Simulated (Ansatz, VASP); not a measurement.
Sb: VASP beside Ansatz

```
Sb
1.0
    -1.57654    1.57654    2.71194
     1.57654   -1.57654    2.71194
     1.57654    1.57654   -2.71194
Sb
1
Direct
  0.00000 0.00000 0.00000
```

Alike in both runs: functional PBE; k mesh 9 × 9 × 9; occupations fermi-dirac, width 0.05 eV; non-collinear spin, spin-orbit coupling.

|  | VASP | Ansatz |
| --- | --- | --- |
| version | VASP 6.6.1 | Ansatz 0.2.0 |
| potentials or method | VASP PAW PBE potentials, release 64 (Sb) | Ansatz PAW |
| plane-wave cutoff (eV) | 520 | 420 |
| valence electrons in the cell | 5 | 15 |
| task | single point | band structure |

```csv
,VASP,Ansatz,Ansatz less VASP
pressure (GPa),2.0,2.1,+0.10
"traceless stress, the component that is largest in VASP (GPa)",0.37,0.40,+0.033
net moment per atom (μB),0.00,0.00,0.000
```

VASP's potentials hold 5 valence electrons a cell and Ansatz's 15, so a difference there can come from the potentials and not from the codes.
